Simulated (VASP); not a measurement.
# Sb (P6/mmm) in VASP: further runs, part 2 of 2

VASP 6.6.1. The steps go on from the part before.

## Step 3: Single point, PBE

INCAR reads:

```
SYSTEM = Sb
PREC = Accurate
ENCUT = 520
EDIFF = 1E-6
ISMEAR = -1
SIGMA = 0.1
LREAL = .FALSE.
LASPH = .TRUE.
NELM = 100
ALGO = Normal
ISIF = 2
LWAVE = .FALSE.
LCHARG = .TRUE.
GGA = PE
LELF = .TRUE.
LVHAR = .TRUE.
NBANDS = 14
```

KPOINTS reads:

```
regular mesh
0
G
  7 7 10
  0 0 0
```

POSCAR reads:

```
Sb
1.0
    5.2385778839      0.0000000000      0.0000000000
   -2.6192889419      4.5367415271      0.0000000000
    0.0000000000      0.0000000000      3.1193779796
Sb
3
Direct
    0.0000000000      0.0000000000      0.0000000000
    0.3333333333      0.6666666667      0.5000000000
    0.6666666667      0.3333333333      0.5000000000
```

Potentials or basis: VASP PAW PBE potentials, release 64 (Sb).

The run is started by

```sh
$ cat potpaw_PBE.64/Sb/POTCAR > POTCAR
$ mpirun -np 1 vasp_std > vasp.out
```

OUTCAR:

```text
SYSTEM = Sb
   PREC = Accurate
   ENCUT = 520
   EDIFF = 1E-6
   ISMEAR = -1
   LREAL = .FALSE.
   LASPH = .TRUE.
   NELM = 100
   ISIF = 2
   GGA = PE

 ion  position               nearest neighbor table
   1  0.000  0.000  0.000-   2 3.40   3 3.40   2 3.40   3 3.40   2 3.40   2 3.40   3 3.40   3 3.40
                             3 3.40   3 3.40   2 3.40   2 3.40
   2  0.333  0.667  0.500-   3 3.02   3 3.02   3 3.02   1 3.40   1 3.40   1 3.40   1 3.40   1 3.40
                             1 3.40
   3  0.667  0.333  0.500-   2 3.02   2 3.02   2 3.02   1 3.40   1 3.40   1 3.40   1 3.40   1 3.40
                             1 3.40

  LATTYP: Found a hexagonal cell.
 ALAT       =     5.2385778839
 C/A-ratio  =     0.5954627475

  Lattice vectors:

 A1 = (   5.2385778839,   0.0000000000,   0.0000000000)
 A2 = (  -2.6192889419,   4.5367415271,   0.0000000000)
 A3 = (   0.0000000000,   0.0000000000,   3.1193779796)

Analysis of symmetry for initial positions (statically):
=====================================================================
 Subroutine PRICEL returns:
 Original cell was already a primitive cell.

 Routine SETGRP: Setting up the symmetry group for a
 hexagonal supercell.

 Subroutine GETGRP returns: Found 24 space group operations
 (whereof 24 operations were pure point group operations)
 out of a pool of 24 trial point group operations.

The static configuration has the point symmetry D_6h.

Analysis of symmetry for dynamics (positions and initial velocities):
=====================================================================
 Subroutine PRICEL returns:
 Original cell was already a primitive cell.

 Routine SETGRP: Setting up the symmetry group for a
 hexagonal supercell.

 Subroutine GETGRP returns: Found 24 space group operations
 (whereof 24 operations were pure point group operations)
 out of a pool of 24 trial point group operations.

The dynamic configuration has the point symmetry D_6h.

 Subroutine INISYM returns: Found 24 space group operations
 (whereof 24 operations are pure point group operations),
 and found     1 'primitive' translations

----------------------------------------------------------------------------------------

                                     Primitive cell

  volume of cell :      74.1354

  direct lattice vectors                    reciprocal lattice vectors
     5.238577884  0.000000000  0.000000000     0.190891502  0.110211260  0.000000000
    -2.619288942  4.536741527  0.000000000     0.000000000  0.220422520  0.000000000
     0.000000000  0.000000000  3.119377980     0.000000000  0.000000000  0.320576732

  length of vectors
     5.238577884  5.238577884  3.119377980     0.220422520  0.220422520  0.320576732

  position of ions in fractional coordinates (direct lattice)
     0.000000000  0.000000000  0.000000000
     0.333333333  0.666666667  0.500000000
     0.666666667  0.333333333  0.500000000

  ion indices of the primitive-cell ions
   primitive index   ion index
                 1           1
                 2           2
                 3           3

----------------------------------------------------------------------------------------

 KPOINTS: regular mesh

Automatic generation of k-mesh.
[... 28 lines left out ...]
  0.285714  0.142857  0.000000     12.000000
[... 16 lines left out ...]
  0.428571  0.142857  0.200000     12.000000
  0.285714  0.285714  0.200000     12.000000
 [... further k-points ...]
   k-points           NKPTS =     48   k-points in BZ     NKDIM =     48   number of bands    NBANDS=     14
   number of dos      NEDOS =    301   number of ions     NIONS =      3
   total plane-waves  NPLWV =  38400
   dimension x,y,z NGX =    40 NGY =   40 NGZ =   24
   dimension x,y,z NGXF=    80 NGYF=   80 NGZF=   48
   ions per type =               3
   NGX,Y,Z   is equivalent  to a cutoff of  12.69, 12.69, 12.79 a.u.
   NGXF,Y,Z  is equivalent  to a cutoff of  25.39, 25.39, 25.58 a.u.
 SYSTEM =  Sb
   PREC   = accura    normal or accurate (medium, high low for compatibility)
   ISTART =      0    job   : 0-new  1-cont  2-samecut
   ICHARG =      2    charge: 1-file 2-atom 10-const
   ISPIN  =      1    spin polarized calculation?
   LNONCOLLINEAR =      F non collinear calculations
   LSORBIT =      F    spin-orbit coupling
   LASPH  =      T    aspherical Exc in radial PAW
   ENCUT  =  520.0 eV  38.22 Ry    6.18 a.u.   9.74  9.74  5.80*2*pi/ulx,y,z
   NELM   =    100;   NELMIN=  2; NELMDL= -5     # of ELM steps
   EDIFF  = 0.1E-05   stopping-criterion for ELM
   LREAL  =      F    real-space projection
   EDIFFG = 0.1E-04   stopping-criterion for IOM
   NSW    =      0    number of steps for IOM
   IBRION =     -1    ionic relax: 0-MD 1-quasi-New 2-CG
   NFREE  =      0    steps in history (QN), initial steepest desc. (CG)
   ISIF   =      2    stress and relaxation
   ISYM   =      2    0-nonsym 1-usesym 2-fastsym
   POTIM  = 0.5000    time-step for ionic-motion
   TEBEG  =    0.0;   TEEND  =   0.0 temperature during run
   PSTRESS=    0.0 pullay stress
   NELECT =      15.0000    total number of electrons
   NUPDOWN=      -1.0000    fix difference up-down
   EMIN   =  10.00;   EMAX   =-10.00  energy-range for DOS
   EFERMI =   0.00;   METHOD = LEGACY
   ISMEAR =    -1;   SIGMA  =   0.10  broadening in eV -4-tet -1-fermi 0-gaus
   EFERMI_NEDOS =   21; number of points for ismear=-14 and -15
   IALGO  =     38    algorithm
   IMIX   =      4    mixing-type and parameters
     AMIX     =   0.40;   BMIX     =  1.00
     AMIX_MAG =   1.60;   BMIX_MAG =  1.00
  volume/ion in A,a.u.               =      24.71       166.76
  Fermi-wavevector in a.u.,A,eV,Ry     =   0.961089  1.816194 12.567584  0.923691
  Thomas-Fermi vector in A             =   2.090430
   LORBIT       =      0    0 simple, 1 ext, 2 COOP (PROOUT), +10 PAW based schemes
   GGA     = PE    functional components
   LHFCALC =     F    Hartree Fock is set to
   AEXX    =    0.0000 exact exchange contribution
   IVDW    =     0    specifies the selected vdW correction
   LEPSILON=     F    determine dielectric tensor
   LRPA    =     F    only Hartree local field effects (RPA)
 non-spin polarized calculation
  energy-cutoff  :      520.00
  volume of cell :       74.14
 maximum number of plane-waves:      2016
 NGX is ok and might be reduce to    40
   NGX = 19   NGY = 19   NGZ = 11

 number of electron      15.0000000 magnetization

 Free energy of the ion-electron system (eV)
  ---------------------------------------------------
  ext. energy  EPLUGINS =         0.00000000
  ---------------------------------------------------
  free energy    TOTEN  =       -11.49300869 eV

  energy without entropy =      -11.42045047  energy(sigma->0) =      -11.45672958

 E-fermi :   9.7122     XC(G=0): -10.6002

 val. band max:        9.7086072449   @ k =   0.1429   0.1429   0.4000
 cond. band min:       9.7133855035   @ k =   0.4286   0.1429   0.3000
 fundamental gap:      0.0047782585
 Fermi energy:         9.7122098493

 k-point     1 :       0.0000    0.0000    0.0000
  band No.  band energies     occupation
      1      -3.9728      2.00000
      2       1.3456      2.00000
      3       1.5471      2.00000
      4       5.2196      2.00000
      5       5.2196      2.00000
      6       5.4891      2.00000
      7       5.4891      2.00000
      8      11.4354      0.00000
      9      15.3316      0.00000
     10      15.6923      0.00000
     11      15.6923      0.00000
     12      16.1846      0.00000
     13      16.2082      0.00000
     14      20.3337      0.00000
[... 377 lines left out ...]
      1      -1.5699      2.00000
      2      -0.6141      2.00000
      3      -0.5201      2.00000
      4       6.2030      2.00000
      5       6.7443      2.00000
      6       8.3964      2.00000
      7       9.0369      1.99767
      8       9.7888      0.63471
      9      10.3456      0.00354
     10      12.6809      0.00000
     11      12.7352      0.00000
     12      13.5682      0.00000
     13      17.0652      0.00000
     14      17.2002      0.00000

 [... further k-points ...]
[... 5 lines left out ...]
  --------------------------------------------------------------------------------------
  -------------------------------------------------------------------------------------
  Total        3.8349819      3.8349819      3.8405890      0.0000000     -0.0000000     -0.0000000
  in kB       82.8797551     82.8797551     83.0009330      0.0000000     -0.0000000     -0.0000000
  external PRESSURE =      82.9201477 kB  Pullay stress =       0.0000000 kB

 VOLUME and BASIS-vectors are now :
 -----------------------------------------------------------------------------
  energy-cutoff  :      520.00
  volume of cell :       74.14
      direct lattice vectors                 reciprocal lattice vectors
     5.238577884  0.000000000  0.000000000     0.190891502  0.110211260  0.000000000
    -2.619288942  4.536741527  0.000000000     0.000000000  0.220422520  0.000000000
     0.000000000  0.000000000  3.119377980     0.000000000  0.000000000  0.320576732

 POSITION                                       TOTAL-FORCE (eV/Angst)
 -----------------------------------------------------------------------------------
      0.00000      0.00000      0.00000        -0.000000      0.000000      0.000000
     -0.00000      3.02449      1.55969        -0.000000      0.000000      0.000000
      2.61929      1.51225      1.55969         0.000000      0.000000      0.000000
 -----------------------------------------------------------------------------------
    total drift:                                0.000000     -0.000000      0.000000

  FREE ENERGIE OF THE ION-ELECTRON SYSTEM (eV)
  ---------------------------------------------------
  free  energy   TOTEN  =       -11.4930086938 eV

  energy  without entropy=      -11.4204504663  energy(sigma->0) =      -11.45672958
```

OSZICAR:

```text
N       E                     dE             d eps       ncg     rms          rms(c)
DAV:   1     0.585379862261E+02    0.58538E+02   -0.47718E+03  1344   0.809E+02
DAV:   2    -0.822893278793E+01   -0.66767E+02   -0.62177E+02  1774   0.144E+02
DAV:   3    -0.114709643601E+02   -0.32420E+01   -0.31485E+01  1656   0.338E+01
DAV:   4    -0.115036498997E+02   -0.32686E-01   -0.32653E-01  1470   0.388E+00
DAV:   5    -0.115039620425E+02   -0.31214E-03   -0.31214E-03  1740   0.450E-01    0.364E+00
DAV:   6    -0.114969079306E+02    0.70541E-02   -0.33536E-03  1488   0.341E-01    0.212E+00
DAV:   7    -0.114929643116E+02    0.39436E-02   -0.69629E-03  1512   0.485E-01    0.630E-02
DAV:   8    -0.114929991377E+02   -0.34826E-04   -0.16321E-04  1692   0.862E-02    0.336E-02
DAV:   9    -0.114930084748E+02   -0.93371E-05   -0.15524E-05  1572   0.293E-02    0.409E-03
DAV:  10    -0.114930086938E+02   -0.21903E-06   -0.42784E-07  1074   0.429E-03
   1 F= -.11493009E+02 E0= -.11456730E+02  d E =-.725582E-01
```

It took 27 s on 1 thread of Intel Xeon 6975P-C, shared host; peak memory 0.2 GiB.

Results:

| Property | Result |
| --- | --- |
| Free energy | -11.4930 eV |
| Pressure | 8.3 GPa |

Levels at points of the mesh, in eV from the Fermi level:
```
           k point  band 6  band 7  band 8  band 9  band 10  band 11
(0.00, 0.00, 0.00)   -4.22   -4.22    1.72    5.62     5.98     5.98
(0.00, 0.00, 0.50)   -2.42   -2.42   -2.37   -0.76    -0.76     0.30
```

Caveat: spin-orbit coupling is left out, which moves the levels of the heavy elements.
